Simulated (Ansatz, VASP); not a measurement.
**GaAs: VASP beside Ansatz**

```
Ga As
1.0
     0.00000    2.82685    2.77031
     2.82685    0.00000    2.77031
     2.82685    2.82685    0.00000
Ga As
1 1
Direct
  0.00000 0.00000 0.00000
  0.75000 0.75000 0.75000
```

Change from the starting cell: strain -0.0200 x Voigt [0, 0, 1, 0, 0, 0], atoms carried along.

Alike in both runs: task single point; functional PBE; k mesh 10 × 10 × 10; occupations gaussian, width 0.05 eV; no spin polarisation.

|  | VASP | Ansatz |
| --- | --- | --- |
| version | VASP 6.6.1 | Ansatz 0.2.0 |
| potentials or method | VASP PAW PBE potentials, release 64 (Ga_d, As), cutoff 520 eV | scalar-relativistic, plane waves, PAW |
| valence electrons in the cell | 18 | 28 |

```tsv
	VASP	Ansatz	Ansatz less VASP
gap on the k mesh at the Fermi level (eV)	0.60	0.59	-0.005
least direct gap on the mesh (eV)	0.60	0.59	-0.005
pressure (GPa)	5.1	4.9	-0.19
traceless stress, the component that is largest in VASP (GPa)	0.76	0.76	+0.002
```

VASP's potentials hold 18 valence electrons a cell and Ansatz's 28, so a difference there can come from the potentials and not from the codes.
